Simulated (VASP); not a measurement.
# CoO (I4/mmm) in VASP: a series of runs

Aim: see how the results for CoO move with the level of theory and the settings. Levels: PBEsol, RPBE. Tasks: single point.

All numbers are computed with VASP 6.6.1; they aren't measurements. Logs are shortened: lines on timing, memory, paths and dates and some standing lists are left out, and cuts for length are marked.

## Step 1: The cell of the first run

The structure is tetragonal, space group I4/mmm (No. 139). The conventional cell has a = 3.016 Å, b = 3.016 Å, c = 4.214 Å, α = 90.00°, β = 90.00°, γ = 90.00°. Within 2.8 Å of Co (site symmetry 4/mmm) lie 6 O at 2.11 to 2.13 Å. Within 2.8 Å of O (site symmetry 4/mmm) lie 6 Co at 2.11 to 2.13 Å.

## Step 2: Single point, PBEsol, collinear spin, ferromagnetic start

Input file INCAR:

```
SYSTEM = CoO
PREC = Accurate
ENCUT = 520
EDIFF = 1E-6
ISMEAR = -1
SIGMA = 0.05
LREAL = .FALSE.
LASPH = .TRUE.
NELM = 150
ALGO = Normal
ISIF = 2
LWAVE = .FALSE.
LCHARG = .FALSE.
ISPIN = 2
MAGMOM = 3 0
LORBIT = 11
NUPDOWN = 3.0
LMAXMIX = 4
GGA = PS
NBANDS = 18
```

Input file KPOINTS:

```
Automatic mesh
0
G
  10 10 10
  0 0 0
```

Input file POSCAR:

```
CoO
1.0
   -1.5080000000      1.5080000000      2.1072475377
    1.5080000000     -1.5080000000      2.1072475377
    1.5080000000      1.5080000000     -2.1072475377
Co O
1 1
Direct
    0.0000000000      0.0000000000      0.0000000000
    0.5000000000      0.5000000000      0.0000000000
```

Potentials or basis: VASP PAW PBE potentials, release 64 (Co, O).

Run with:

```console
> cat potpaw_PBE.64/Co/POTCAR potpaw_PBE.64/O/POTCAR > POTCAR
> mpirun -np 1 vasp_std > vasp.out
```

OUTCAR:

```text
SYSTEM = CoO
   PREC = Accurate
   ENCUT = 520
   EDIFF = 1E-6
   ISMEAR = -1
   LREAL = .FALSE.
   LASPH = .TRUE.
   NELM = 150
   ISIF = 2
   ISPIN = 2
   LORBIT = 11
   NUPDOWN = 3.0
   GGA = PS

 ion  position               nearest neighbor table
   1  0.000  0.000  0.000-   2 2.11   2 2.11   2 2.13   2 2.13   2 2.13   2 2.13
   2  0.500  0.500  0.000-   1 2.11   1 2.11   1 2.13   1 2.13   1 2.13   1 2.13

  LATTYP: Found a body centered tetragonal cell.
 ALAT       =     3.0160000000
 C/A-ratio  =     1.3973790038

  Lattice vectors:

 A1 = (  -1.5080000000,   1.5080000000,   2.1072475377)
 A2 = (   1.5080000000,  -1.5080000000,   2.1072475377)
 A3 = (   1.5080000000,   1.5080000000,  -2.1072475377)

Analysis of symmetry for initial positions (statically):
=====================================================================
 Subroutine PRICEL returns:
 Original cell was already a primitive cell.

 Routine SETGRP: Setting up the symmetry group for a
 body centered tetragonal supercell.

 Subroutine GETGRP returns: Found 16 space group operations
 (whereof 16 operations were pure point group operations)
 out of a pool of 16 trial point group operations.

The static configuration has the point symmetry D_4h.

Analysis of symmetry for dynamics (positions and initial velocities):
=====================================================================
 Subroutine PRICEL returns:
 Original cell was already a primitive cell.

 Routine SETGRP: Setting up the symmetry group for a
 body centered tetragonal supercell.

 Subroutine GETGRP returns: Found 16 space group operations
 (whereof 16 operations were pure point group operations)
 out of a pool of 16 trial point group operations.

The dynamic configuration has the point symmetry D_4h.

Analysis of structural, dynamic, and magnetic symmetry:
=====================================================================
 Subroutine PRICEL returns:
 Original cell was already a primitive cell.

 Routine SETGRP: Setting up the symmetry group for a
 body centered tetragonal supercell.

 Subroutine GETGRP returns: Found 16 space group operations
 (whereof 16 operations were pure point group operations)
 out of a pool of 16 trial point group operations.

The overall configuration has the point symmetry D_4h.

 Subroutine INISYM returns: Found 16 space group operations
 (whereof 16 operations are pure point group operations),
 and found     1 'primitive' translations

----------------------------------------------------------------------------------------

                                     Primitive cell

  volume of cell :      19.1681

  direct lattice vectors                    reciprocal lattice vectors
    -1.508000000  1.508000000  2.107247538     0.000000000  0.331564987  0.237276348
     1.508000000 -1.508000000  2.107247538     0.331564987  0.000000000  0.237276348
     1.508000000  1.508000000 -2.107247538     0.331564987  0.331564987  0.000000000

  length of vectors
     2.998102764  2.998102764  2.998102764     0.407719764  0.407719764  0.468903701

  position of ions in fractional coordinates (direct lattice)
     0.000000000  0.000000000  0.000000000
     0.500000000  0.500000000  0.000000000

  ion indices of the primitive-cell ions
   primitive index   ion index
                 1           1
                 2           2

----------------------------------------------------------------------------------------

 KPOINTS: Automatic mesh

Automatic generation of k-mesh.
 Grid dimensions read from file:
 generate k-points for:   10   10   10

 Generating k-lattice:

  Cartesian coordinates                     Fractional coordinates (reciprocal lattice)
     0.000000000  0.033156499  0.023727635     0.100000000  0.000000000 -0.000000000
     0.033156499  0.000000000  0.023727635     0.000000000  0.100000000 -0.000000000
     0.033156499  0.033156499  0.000000000     0.000000000  0.000000000  0.100000000

  Length of vectors
     0.040771976  0.040771976  0.046890370

  Shift w.r.t. Gamma in fractional coordinates (k-lattice)
     0.000000000  0.000000000  0.000000000

 Subroutine IBZKPT returns following result:
 ===========================================

 Found    102 irreducible k-points:

 Following reciprocal coordinates:
            Coordinates               Weight
  0.000000  0.000000  0.000000      1.000000
  0.100000  0.000000  0.000000      8.000000
  0.200000  0.000000  0.000000      8.000000
  0.300000  0.000000  0.000000      8.000000
  0.400000  0.000000  0.000000      8.000000
  0.500000  0.000000 -0.000000      4.000000
[... 16 lines left out ...]
  0.300000  0.300000  0.000000      8.000000
  0.400000  0.300000 -0.000000     16.000000
 [... further k-points ...]
   k-points           NKPTS =    102   k-points in BZ     NKDIM =    102   number of bands    NBANDS=     18
   number of dos      NEDOS =    301   number of ions     NIONS =      2
   total plane-waves  NPLWV =  13824
   dimension x,y,z NGX =    24 NGY =   24 NGZ =   24
   dimension x,y,z NGXF=    48 NGYF=   48 NGZF=   48
   ions per type =               1   1
   NGX,Y,Z   is equivalent  to a cutoff of  13.31, 13.31, 13.31 a.u.
   NGXF,Y,Z  is equivalent  to a cutoff of  26.62, 26.62, 26.62 a.u.
 SYSTEM =  CoO
   PREC   = accura    normal or accurate (medium, high low for compatibility)
   ISTART =      0    job   : 0-new  1-cont  2-samecut
   ICHARG =      2    charge: 1-file 2-atom 10-const
   ISPIN  =      2    spin polarized calculation?
   LNONCOLLINEAR =      F non collinear calculations
   LSORBIT =      F    spin-orbit coupling
   LASPH  =      T    aspherical Exc in radial PAW
   ENCUT  =  520.0 eV  38.22 Ry    6.18 a.u.   5.57  5.57  5.57*2*pi/ulx,y,z
   NELM   =    150;   NELMIN=  2; NELMDL= -5     # of ELM steps
   EDIFF  = 0.1E-05   stopping-criterion for ELM
   LREAL  =      F    real-space projection
   EDIFFG = 0.1E-04   stopping-criterion for IOM
   NSW    =      0    number of steps for IOM
   IBRION =     -1    ionic relax: 0-MD 1-quasi-New 2-CG
   NFREE  =      0    steps in history (QN), initial steepest desc. (CG)
   ISIF   =      2    stress and relaxation
   ISYM   =      2    0-nonsym 1-usesym 2-fastsym
   POTIM  = 0.5000    time-step for ionic-motion
   TEBEG  =    0.0;   TEEND  =   0.0 temperature during run
   PSTRESS=    0.0 pullay stress
   NELECT =      15.0000    total number of electrons
   NUPDOWN=       3.0000    fix difference up-down
   EMIN   =  10.00;   EMAX   =-10.00  energy-range for DOS
   EFERMI =   0.00;   METHOD = LEGACY
   ISMEAR =    -1;   SIGMA  =   0.05  broadening in eV -4-tet -1-fermi 0-gaus
   EFERMI_NEDOS =   21; number of points for ismear=-14 and -15
   IALGO  =     38    algorithm
   IMIX   =      4    mixing-type and parameters
     AMIX     =   0.40;   BMIX     =  1.00
     AMIX_MAG =   1.60;   BMIX_MAG =  1.00
  volume/ion in A,a.u.               =       9.58        64.68
  Fermi-wavevector in a.u.,A,eV,Ry     =   1.508618  2.850874 30.965868  2.275927
  Thomas-Fermi vector in A             =   2.619048
   LORBIT       =     11    0 simple, 1 ext, 2 COOP (PROOUT), +10 PAW based schemes
   GGA     = PS    functional components
   LHFCALC =     F    Hartree Fock is set to
   AEXX    =    0.0000 exact exchange contribution
   IVDW    =     0    specifies the selected vdW correction
   LEPSILON=     F    determine dielectric tensor
   LRPA    =     F    only Hartree local field effects (RPA)
 spin polarized calculation
  energy-cutoff  :      520.00
  volume of cell :       19.17
 maximum number of plane-waves:       533
 NGX is ok and might be reduce to    24
   NGX = 11   NGY = 11   NGZ = 11

 number of electron      15.0000005 magnetization       3.0000001

 Free energy of the ion-electron system (eV)
  ---------------------------------------------------
  ext. energy  EPLUGINS =         0.00000000
  ---------------------------------------------------
  free energy    TOTEN  =       -13.96806012 eV

  energy without entropy =      -13.93912478  energy(sigma->0) =      -13.95359245

 E-fermi :   7.9278     XC(G=0): -12.7065

 val. band max:        8.0460416887   @ k =   0.5000   0.0000  -0.0000
 cond. band min:       7.9298683322   @ k =  -0.2000  -0.4000   0.2000
 fundamental gap:     -0.1161733565
 Fermi energy:         8.4960800782

 spin component 1

 k-point     1 :       0.0000    0.0000    0.0000
  band No.  band energies     occupation
      1     -12.3545      1.00000
      2       4.5995      1.00000
      3       4.6006      1.00000
      4       4.6666      1.00000
      5       4.6966      1.00000
      6       4.6966      1.00000
[... 10 lines left out ...]
     17      29.6314      0.00000
     18      32.5134      0.00000
[... 463 lines left out ...]
 k-point    24 :       0.4000    0.3000   -0.0000
  band No.  band energies     occupation
      1     -10.9799      1.00000
      2       0.8561      1.00000
      3       1.4962      1.00000
      4       2.1844      1.00000
      5       5.0369      1.00000
      6       5.5852      1.00000
[... 10 lines left out ...]
     17      36.5516      0.00000
     18      38.2312      0.00000

 [... further k-points ...]

 spin component 2

 k-point     1 :       0.0000    0.0000    0.0000
  band No.  band energies     occupation
      1     -11.7810      1.00000
      2       5.3112      1.00000
      3       5.3616      1.00000
      4       5.3616      1.00000
      5       6.7988      1.00000
      6       6.7989      1.00000
[... 10 lines left out ...]
     17      30.6016      0.00000
     18      33.3521      0.00000
[... 463 lines left out ...]
 k-point    24 :       0.4000    0.3000   -0.0000
  band No.  band energies     occupation
      1     -10.3314      1.00000
      2       1.4970      1.00000
      3       2.2540      1.00000
      4       3.4339      1.00000
      5       7.1985      1.00000
      6       7.8712      0.75637
[... 10 lines left out ...]
     17      37.1866      0.00000
     18      38.9600      0.00000

 [... further k-points ...]

------------------------ aborting loop because EDIFF is reached ----------------------------------------

  FORCE on cell =-STRESS in cart. coord.  units (eV):
  Direction    XX          YY          ZZ          XY          YZ          ZX
  --------------------------------------------------------------------------------------
  -------------------------------------------------------------------------------------
  Total       -1.1160171     -1.1160171     -1.0223890      0.0000000      0.0000000      0.0000000
  in kB      -93.2831467    -93.2831467    -85.4571764      0.0000000      0.0000000      0.0000000
  external PRESSURE =     -90.6744899 kB  Pullay stress =       0.0000000 kB

 VOLUME and BASIS-vectors are now :
 -----------------------------------------------------------------------------
  energy-cutoff  :      520.00
  volume of cell :       19.17
      direct lattice vectors                 reciprocal lattice vectors
    -1.508000000  1.508000000  2.107247538     0.000000000  0.331564987  0.237276348
     1.508000000 -1.508000000  2.107247538     0.331564987  0.000000000  0.237276348
     1.508000000  1.508000000 -2.107247538     0.331564987  0.331564987  0.000000000

 POSITION                                       TOTAL-FORCE (eV/Angst)
 -----------------------------------------------------------------------------------
      0.00000      0.00000      0.00000         0.000000     -0.000000     -0.000000
      0.00000      0.00000      2.10725        -0.000000      0.000000      0.000000
 -----------------------------------------------------------------------------------
    total drift:                               -0.000000      0.000000     -0.000000

  FREE ENERGIE OF THE ION-ELECTRON SYSTEM (eV)
  ---------------------------------------------------
  free  energy   TOTEN  =       -13.9680601248 eV

  energy  without entropy=      -13.9391247822  energy(sigma->0) =      -13.95359245

 total charge

# of ion       s       p       d       tot
------------------------------------------
    1        0.300   0.368   7.142   7.811
    2        1.550   3.407   0.000   4.957
--------------------------------------------------
tot          1.850   3.775   7.142  12.768

 magnetization (x)

# of ion       s       p       d       tot
------------------------------------------
    1        0.020   0.017   2.570   2.607
    2        0.030   0.308   0.000   0.338
--------------------------------------------------
tot          0.050   0.325   2.570   2.945
```

Run time: 2 min. Hardware: 1 thread of Intel Xeon 8259CL, shared host; peak memory 0.19 GiB.

Results:

- Free energy: -13.9681 eV
- Pressure: -9.1 GPa
- Net moment: 3.00 μB per cell
- Site moments: Co +2.61; O +0.34 μB
- Valence electrons inside the program's atomic spheres: Co 7.81; O 4.96

Stress tensor (GPa, compression positive):
```
-9.33  0.00  0.00
 0.00 -9.33  0.00
 0.00  0.00 -8.55
```

Caveat: the cell stands under tension; the PAW data sets were made with another functional, which shifts forces and pressure a little; the total moment is fixed, so each spin has its own Fermi level; a cell with one magnetic atom can't hold antiferromagnetic order, which such compounds often take.

## Step 3: Single point, PBEsol, collinear spin, ferromagnetic start

Input file INCAR:

```
PREC = Accurate
ENCUT = 520
EDIFF = 1E-6
ISMEAR = -1
SIGMA = 0.05
LREAL = F
LASPH = T
NELM = 150
ALGO = Normal
ISIF = 2
LWAVE = F
LCHARG = F
ISPIN = 2
MAGMOM = 4 0
LORBIT = 11
NUPDOWN = 4.0
LMAXMIX = 4
GGA = PS
NBANDS = 18
```

Input file KPOINTS:

```
regular mesh
0
Gamma
  10 10 10
```

POSCAR is that of step 2.

Potentials or basis: VASP PAW PBE potentials, release 64 (Co, O).

Run with:

```console
> cat potpaw_PBE.64/Co/POTCAR potpaw_PBE.64/O/POTCAR > POTCAR
> mpirun -np 1 vasp_std > vasp.out
```

Wall time 1.9 min (1 thread of Intel Xeon 8259CL, shared host); peak memory 0.19 GiB.

It converged, with:

```yaml
Free_energy: -11.3973 eV
Pressure: 15.2 GPa
Net_moment: 4.00 μB per cell
Site_moments: Co +3.07; O +0.66 μB
Valence_electrons_inside_the_program's_atomic_spheres: Co 7.73; O 4.94
```

Stress tensor (GPa, compression positive):
```
14.95  0.00  0.00
 0.00 14.95  0.00
 0.00  0.00 15.85
```

Caveat: the cell stands under pressure; the PAW data sets were made with another functional, which shifts forces and pressure a little; the total moment is fixed, so each spin has its own Fermi level; a cell with one magnetic atom can't hold antiferromagnetic order, which such compounds often take.

## Step 4: Single point, RPBE, collinear spin, ferromagnetic start

Input file INCAR:

```
SYSTEM = CoO
PREC = Accurate ; ENCUT = 520
EDIFF = 1E-6 ; ISMEAR = 0
SIGMA = 0.05 ; LREAL = .False.
LASPH = .True. ; NELM = 150
ALGO = Normal ; ISIF = 2
LWAVE = .False. ; LCHARG = .False.
ISPIN = 2 ; MAGMOM = 2 0
LORBIT = 11 ; LMAXMIX = 4
GGA = RP ; NBANDS = 18
```

Input file KPOINTS:

```
regular mesh
0
Gamma
  12 12 12
  0 0 0
```

Input file POSCAR:

```
CoO
1.0
    2.9981027600      0.0000000000      0.0000000000
   -0.0359013095      2.9978877990      0.0000000000
   -1.4811007252     -1.4989438994      2.1326340492
Co O
1 1
Direct
    0.0000000000      0.0000000000      0.0000000000
    0.5000000000      0.5000000000      0.0000000000
```

Run with:

```console
> cat potpaw_PBE.64/Co/POTCAR potpaw_PBE.64/O/POTCAR > POTCAR
> mpirun -np 1 vasp_std > vasp.out
```

Run time: 2.8 min. Hardware: 1 thread of Intel Xeon Platinum 8375C at 2.90GHz (Ice Lake), shared host; peak memory 0.21 GiB.

The run converged. Its results:

- Free energy: -12.1850 eV
- Pressure: 5.9 GPa
- Net moment: 2.95 μB per cell
- Site moments: Co +2.59; O +0.31 μB
- Valence electrons inside the program's atomic spheres: Co 7.80; O 5.00

Stress tensor (GPa, compression positive):
```
 5.83 -0.08  0.00
-0.08  5.83  0.00
 0.00  0.00  5.92
```

Levels at points of the mesh, in eV from the Fermi level:
Spin up:
```csv
k point,band 5,band 6,band 7,band 8,band 9,band 10,band 11,band 12,band 13,band 14
"(0.00, 0.00, 0.00)",-3.20,-3.16,-3.12,-3.12,-3.01,1.10,16.98,18.22,18.22,18.30
"(0.50, 0.00, 0.00)",-2.46,-2.38,-1.84,0.05,0.11,5.17,9.51,13.46,13.74,20.66
"(0.50, 0.50, 0.00)",-4.02,-3.01,-2.47,-2.18,-2.04,6.02,9.92,11.79,15.92,16.10
"(0.50, 0.50, 0.50)",-3.89,-2.95,-2.50,-2.19,-2.19,6.03,10.07,11.69,15.87,15.87
```
Spin down:
| k point | band 3 | band 4 | band 5 | band 6 | band 7 | band 8 | band 9 | band 10 |
| --- | --- | --- | --- | --- | --- | --- | --- | --- |
| (0.00, 0.00, 0.00) | -2.53 | -2.53 | -1.12 | -1.12 | -1.10 | 0.09 | 0.18 | 1.63 |
| (0.50, 0.00, 0.00) | -4.65 | -4.59 | -0.16 | -0.10 | 0.19 | 2.79 | 2.80 | 5.41 |
| (0.50, 0.50, 0.00) | -3.85 | -3.74 | -2.23 | 0.08 | 0.14 | 0.58 | 1.10 | 6.90 |
| (0.50, 0.50, 0.50) | -3.83 | -3.83 | -2.26 | 0.13 | 0.13 | 0.68 | 1.03 | 6.90 |

Caveat: the cell stands under pressure; the PAW data sets were made with another functional, which shifts forces and pressure a little; a cell with one magnetic atom can't hold antiferromagnetic order, which such compounds often take; semilocal functionals often make such compounds metallic where correlation or magnetic order opens a gap, which also shifts bond lengths.

## Step 5: Overview

```tsv
level	fixed moment (μB)	k mesh	smearing	pressure (GPa)	moment (μB)
PBEsol	3.0	10 × 10 × 10	fermi-dirac 0.05 eV	-9.1	3.00
PBEsol	4.0	10 × 10 × 10	fermi-dirac 0.05 eV	15.2	4.00
RPBE	-	12 × 12 × 12	gaussian 0.05 eV	5.9	2.95
```

Alike in all rows: task single point; potentials or basis VASP PAW PBE potentials, release 64 (Co, O); spin collinear, ferromagnetic start; cell a = 2.998 Å, angles 119.6, 119.6, 90.7°, 2 atoms; cutoff (eV) 520.

Caveats: the PAW data sets were made with another functional, which shifts forces and pressure a little; a cell with one magnetic atom can't hold antiferromagnetic order, which such compounds often take; the total moment is fixed, so each spin has its own Fermi level (at least some runs); the cell stands under pressure (at least some runs); the cell stands under tension (at least some runs); semilocal functionals often make such compounds metallic where correlation or magnetic order opens a gap, which also shifts bond lengths (at least some runs).

Absolute energies hang on the potentials; compare differences alone.
